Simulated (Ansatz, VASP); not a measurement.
**Cs2SnI6: VASP beside Ansatz**

File INCAR:

```
SYSTEM = Cs2SnI6
PREC = Accurate ; ENCUT = 400
EDIFF = 1E-8 ; ISMEAR = -1
SIGMA = 0.02 ; LREAL = .False.
LASPH = .True. ; NELM = 200
ALGO = Normal ; ISIF = 2
LWAVE = .False. ; LCHARG = .False.
MAGMOM = 0 0 0 0 0 0 0 0 0 0 0 0 0 0 0 0 0 0 0 0 0 0 0 0 0 0 0 ; LORBIT = 11
LSORBIT = .True. ; GGA_COMPAT = .False.
LORBMOM = .True. ; GGA = PE
LEFG = .True. ; NBANDS = 93
KPAR = 4
```

The input KPOINTS:

```
regular mesh
0
Gamma
  5 5 5
  0 0 0
```

Contents of POSCAR:

```
Cs2SnI6
1.0
    0.0000000000      5.8150000000      5.8150000000
    5.8150000000      0.0000000000      5.8150000000
    5.8150000000      5.8150000000      0.0000000000
Cs Sn I
2 1 6
Direct
    0.2500000000      0.2500000000      0.2500000000
    0.7500000000      0.7500000000      0.7500000000
    0.0000000000      0.0000000000      0.0000000000
    0.7512468976      0.2487531024      0.2487531024
    0.2487531024      0.7512468976      0.2487531024
    0.2487531024      0.7512468976      0.7512468976
    0.7512468976      0.2487531024      0.7512468976
    0.2487531024      0.2487531024      0.7512468976
    0.7512468976      0.7512468976      0.2487531024
```

Input for Ansatz:

```yaml
crystal:
  lattice:
    - [0.0, 5.815, 5.815]
    - [5.815, 0.0, 5.815]
    - [5.815, 5.815, 0.0]
  atoms:
    - { symbol: Cs, position: [0.25, 0.25, 0.25] }
    - { symbol: Cs, position: [0.75, 0.75, 0.75] }
    - { symbol: Sn, position: [0.0, 0.0, 0.0] }
    - { symbol: I, position: [0.7512468976, 0.2487531024, 0.2487531024] }
    - { symbol: I, position: [0.2487531024, 0.7512468976, 0.2487531024] }
    - { symbol: I, position: [0.2487531024, 0.7512468976, 0.7512468976] }
    - { symbol: I, position: [0.7512468976, 0.2487531024, 0.7512468976] }
    - { symbol: I, position: [0.2487531024, 0.2487531024, 0.7512468976] }
    - { symbol: I, position: [0.7512468976, 0.7512468976, 0.2487531024] }
kpoints:
  mp_grid: { grid: [5, 5, 5] }
scf:
  occupations: { method: fermi_dirac, width: 0.02 }
hamiltonian:
  xc: pbe
  pseudopotentials: { kind: paw_fr }
output:
  forces: true
  stress: true
  populations: true
  efg:
    quadrupole_moments_barn: { Cs: -0.00343, Sn: -0.132, I: -0.68822 }
    contact_densities: true
  write_density: true
  write_potential: true
  elf: true
  volumetric_format: npy
magnetization:
  noncollinear: true
  spin_orbit: true
```

Alike in both runs: task electric field gradients; functional PBE; k mesh 5 × 5 × 5; occupations fermi-dirac, width 0.02 eV; non-collinear spin, spin-orbit coupling.

|  | VASP | Ansatz |
| --- | --- | --- |
| version | VASP 6.6.1 | Ansatz 0.2.0 |
| potentials or method | VASP PAW PBE potentials, release 64 (Cs_sv, Sn_d, I) | plane-wave PAW |
| plane-wave cutoff (eV) | 400 | 420 |
| valence electrons in the cell | 74 | 134 |

|  | VASP | Ansatz | Ansatz less VASP |
| --- | --- | --- | --- |
| pressure (GPa) | 1.2 | 1.2 | 0.00 |
| rms of the force components (eV/Å) | 0.039 | 0.038 | -0.0005 |
| net moment per atom (μB) | 0.00 | 0.00 | 0.000 |
| size of Vzz on the site where it differs most (V/Å²) | 520.1 | 534.0 | +13.88 |

Atom by atom the forces differ by 0.000 eV/Å (rms over components). VASP's potentials hold 74 valence electrons a cell and Ansatz's 134, so a difference there can come from the potentials and not from the codes.
